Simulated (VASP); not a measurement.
# As3O2 (R32) in VASP: notebook, part 2 of 2

VASP 6.6.1. The steps go on from the part before.

### 4 Relaxation of cell and atoms, PBE

File INCAR:

```
SYSTEM = As3O2
PREC     = Accurate       ! precision mode
ENCUT    = 600            ! plane-wave cutoff, eV
EDIFF    = 1E-6           ! SCF threshold, eV
ISMEAR   = 0              ! smearing method
SIGMA    = 0.1            ! smearing width, eV
LREAL    = .False.        ! projectors in reciprocal space
LASPH    = .True.         ! aspherical terms in the spheres
NELM     = 60             ! most SCF steps
ALGO     = Normal         ! electronic algorithm
ISIF     = 3              ! what is computed and relaxed
LWAVE    = .False.        ! write WAVECAR
LCHARG   = .False.        ! write CHGCAR
GGA      = PE             ! functional
IBRION   = 2              ! ionic algorithm
NSW      = 90             ! ionic steps
EDIFFG   = -0.04          ! ionic threshold
```

File KPOINTS:

```
Automatic mesh
0
Gamma
  6 6 6
  0 0 0
```

File POSCAR:

```
As3O2
1.0
    3.0274890000      1.7479215900      2.4266693100
   -3.0274890000      1.7479215900      2.4266693100
    0.0000000000     -3.4958431800      2.4266693100
As O
3 2
Direct
    0.2467715700      0.7532284300      0.0000000000
    0.0000000000      0.2467715700      0.7532284300
    0.7532284300      0.0000000000      0.2467715700
    0.2578843500      0.2578843500      0.2578843500
    0.7421156500      0.7421156500      0.7421156500
```

Potentials or basis: VASP PAW PBE potentials, release 64 (As, O).

Run with:

```bash
> cat potpaw_PBE.64/As/POTCAR potpaw_PBE.64/O/POTCAR > POTCAR
> mpirun -np 1 vasp_std > vasp.out
```

OUTCAR:

```text
SYSTEM = As3O2
   PREC = Accurate
   ENCUT = 600
   EDIFF = 1E-6
   ISMEAR = 0
   LREAL = .False.
   LASPH = .True.
   NELM = 60
   ISIF = 3
   GGA = PE
   IBRION = 2
   NSW = 90
   EDIFFG = -0.04

 ion  position               nearest neighbor table
   1  0.247  0.753  0.000-   4 2.39   5 2.39   4 2.40   5 2.40   3 2.59   2 2.59   2 2.59   3 2.59

   2  0.000  0.247  0.753-   5 2.39   4 2.39   4 2.40   5 2.40   1 2.59   3 2.59   1 2.59   3 2.59

   3  0.753  0.000  0.247-   4 2.39   5 2.39   4 2.40   5 2.40   1 2.59   2 2.59   1 2.59   2 2.59

   4  0.258  0.258  0.258-   3 2.39   1 2.39   2 2.39   1 2.40   2 2.40   3 2.40
   5  0.742  0.742  0.742-   2 2.39   1 2.39   3 2.39   1 2.40   3 2.40   2 2.40

  LATTYP: Found a trigonal (rhomboedric) cell.
 ALAT       =     4.2555426763
 COS(alpha) =    -0.0122440743

  Lattice vectors:

 A1 = (   3.0274890000,   1.7479215900,   2.4266693100)
[... 194 lines left out ...]
  in kB        5.7520838      5.7520838    121.9424059     -0.0000000      0.0000000      0.0000000
  external PRESSURE =      44.4821912 kB  Pullay stress =       0.0000000 kB
[... 1067 lines left out ...]
      6      -1.7708      2.00000
[... 9 lines left out ...]
     16       6.0333      0.00000
     17       7.6171      0.00000

 [... further k-points ...]

[... ionic steps 4 to 21 ...]

--------------------------------------- Ionic step       22  -------------------------------------------

 number of electron      27.0000006 magnetization

------------------------ aborting loop because EDIFF is reached ----------------------------------------
[... 73 lines left out ...]
--------------------------------------- Ionic step       24  -------------------------------------------

 number of electron      27.0000009 magnetization

 Free energy of the ion-electron system (eV)
  ---------------------------------------------------
  ext. energy  EPLUGINS =         0.00000000
  ---------------------------------------------------
  free energy    TOTEN  =       -24.81258246 eV

  energy without entropy =      -24.80031560  energy(sigma->0) =      -24.80644903

 E-fermi :   5.4488     XC(G=0): -10.3937

 val. band max:        5.4246794827   @ k =   0.5000   0.3333   0.1667
 cond. band min:       5.4590053404   @ k =  -0.1667   0.3333   0.1667
 fundamental gap:      0.0343258578
 Fermi energy:         5.4487925046
[... 512 lines left out ...]
  FREE ENERGIE OF THE ION-ELECTRON SYSTEM (eV)
  ---------------------------------------------------
  free  energy   TOTEN  =       -24.8125824591 eV

  energy  without entropy=      -24.8003155957  energy(sigma->0) =      -24.80644903

 reached required accuracy - stopping structural energy minimisation
```

OSZICAR:

```text
N       E                     dE             d eps       ncg     rms          rms(c)
DAV:   1     0.156393576322E+03    0.15639E+03   -0.13909E+04  1088   0.156E+03
DAV:   2    -0.137385388183E+02   -0.17013E+03   -0.16778E+03  1465   0.269E+02
DAV:   3    -0.254460962891E+02   -0.11708E+02   -0.11559E+02  1323   0.769E+01
DAV:   4    -0.256487645989E+02   -0.20267E+00   -0.20162E+00  1432   0.987E+00
[... 227 lines left out ...]
DAV:   1    -0.248122861344E+02    0.49344E-04   -0.14203E-01  1088   0.322E+00    0.906E-02
DAV:   2    -0.248126113130E+02   -0.32518E-03   -0.39206E-03  1444   0.481E-01    0.437E-02
DAV:   3    -0.248125892425E+02    0.22070E-04   -0.81240E-05  1324   0.741E-02    0.228E-02
DAV:   4    -0.248125830454E+02    0.61971E-05   -0.17053E-05  1456   0.353E-02    0.108E-02
DAV:   5    -0.248125824591E+02    0.58632E-06   -0.72237E-06  1151   0.214E-02
  24 F= -.24812582E+02 E0= -.24806449E+02  d E =-.607712E-03
```

CONTCAR:

```text
As3O2
   1.00000000000000
     2.8728141380881347    1.6586200167035943    2.7201243516262301
    -2.8728141380881347    1.6586200167035943    2.7201243516262301
     0.0000000000000000   -3.3172400334071885    2.7201243516262301
  As              O
     3     2
Direct
     0.2929773613683002    0.7070226386316996    0.0000000000000000
     0.9999999999999054    0.2929773613682056    0.7070226386318892
     0.7070226386317947    0.0000000000000947    0.2929773613681110
     0.3322488066425797    0.3322488066425797    0.3322488066425797
     0.6677511933574204    0.6677511933574203    0.6677511933574203

  0.00000000E+00  0.00000000E+00  0.00000000E+00
  0.00000000E+00  0.00000000E+00  0.00000000E+00
  0.00000000E+00  0.00000000E+00  0.00000000E+00
  0.00000000E+00  0.00000000E+00  0.00000000E+00
  0.00000000E+00  0.00000000E+00  0.00000000E+00
```

It took 11 min on 1 thread of AMD EPYC 9R45 (Zen 5), shared host; peak memory 0.2 GiB.

Results:

```yaml
Free_energy: -24.8126 eV
Relaxed_volume: 15.55 Å³/atom
Relaxed_cell: a = 4.290 Å, b = 4.290 Å, c = 4.290 Å, α = 84.08°, β = 84.08°, γ = 84.08°
Space_group_after_relaxing_to_0.05_Å: R32 (No. 155)
Energy_gained_by_relaxing: 462.0 meV/atom
Ionic_steps: 24
Pressure_after_relaxing: 0.2 GPa
Largest_force_after_relaxing: 0.027 eV/Å
```

Forces on the atoms (eV/Å):
```
As  -0.015  0.000  0.000
As   0.008 -0.013  0.000
As   0.008  0.013  0.000
O    0.000  0.000  0.027
O    0.000  0.000 -0.027
```

Stress tensor (GPa, compression positive):
```
0.27 0.00 0.00
0.00 0.27 0.00
0.00 0.00 0.02
```

Step by step:
| step | energy change (eV) | largest force (eV/Å) | pressure (GPa) | volume (Å³) |
| --- | --- | --- | --- | --- |
| 1 | 0.0000 | 1.4275 | 4.45 | 77.05 |
| 2 | -0.5846 | 1.3866 | -4.85 | 81.84 |
| 3 | -0.9606 | 1.2791 | -12.05 | 90.37 |
| 4 | -1.2549 | 1.1985 | -11.09 | 89.41 |
| 5 | -1.8103 | 0.7298 | -5.18 | 86.33 |
| 6 | -1.8181 | 0.6504 | -3.36 | 85.69 |
| 7 | -1.8207 | 0.6855 | -4.16 | 85.96 |
| 8 | -1.9107 | 0.6914 | -3.48 | 84.38 |
| 9 | -2.1032 | 0.6925 | -0.92 | 79.68 |
| 10 | -1.8174 | 0.7136 | 9.23 | 70.38 |
| 11 | -2.1334 | 0.6956 | 0.43 | 77.76 |
| 12 | -2.1375 | 0.6939 | 1.24 | 76.77 |
| 13 | -2.1682 | 0.6383 | 0.42 | 77.17 |
| 14 | -2.2112 | 0.4150 | -1.88 | 78.37 |
| 15 | -2.2347 | 0.3542 | -1.50 | 78.06 |
| 16 | -2.2827 | 0.1518 | -0.15 | 77.13 |
| 17 | -2.2618 | 0.3910 | 2.99 | 75.29 |
| 18 | -2.2946 | 0.0120 | 0.85 | 76.48 |
| 19 | -2.3037 | 0.0170 | 0.51 | 76.94 |
| 20 | -2.3090 | 0.0621 | -0.20 | 78.03 |
| 21 | -2.3096 | 0.0506 | -0.05 | 77.77 |
| 22 | -2.3096 | 0.0494 | -0.03 | 77.75 |
| 23 | -2.3100 | 0.0415 | 0.05 | 77.76 |
| 24 | -2.3102 | 0.0274 | 0.19 | 77.77 |

Final structure:
```yaml
crystal:
  lattice:
    - [2.87281, 1.65862, 2.72012]
    - [-2.87281, 1.65862, 2.72012]
    - [0.00000, -3.31724, 2.72012]
  atoms:
    - { symbol: As, position: [0.29298, 0.70702, 0.00000] }
    - { symbol: As, position: [0.00000, 0.29298, 0.70702] }
    - { symbol: As, position: [0.70702, 0.00000, 0.29298] }
    - { symbol: O, position: [0.33225, 0.33225, 0.33225] }
    - { symbol: O, position: [0.66775, 0.66775, 0.66775] }
```

Caveat: an odd number of electrons without spin polarisation forces a metal; a magnetic or distorted state may lie lower.

### 5 Summary

```tsv
task	cell	cutoff (eV)	gap on the mesh (eV)	pressure (GPa)	largest force (eV/Å)
single point	a = 4.256 Å, angles 90.7°, 5 atoms	520	none	4.5	1.43
single point	a = 4.290 Å, angles 84.2°, 5 atoms	520	none	0.2	0.03
relaxation of cell and atoms	relaxed from a = 4.256 Å, angles 90.7°, 5 atoms	600	none	0.2	0.03
```

Alike in all rows: level PBE; potentials or basis VASP PAW PBE potentials, release 64 (As, O); no spin polarisation; k mesh 6 × 6 × 6; smearing gaussian 0.1 eV.

Caveats: an odd number of electrons without spin polarisation forces a metal; a magnetic or distorted state may lie lower.

Total energies depend on the potentials used, so only differences within one code and one set of settings carry meaning.
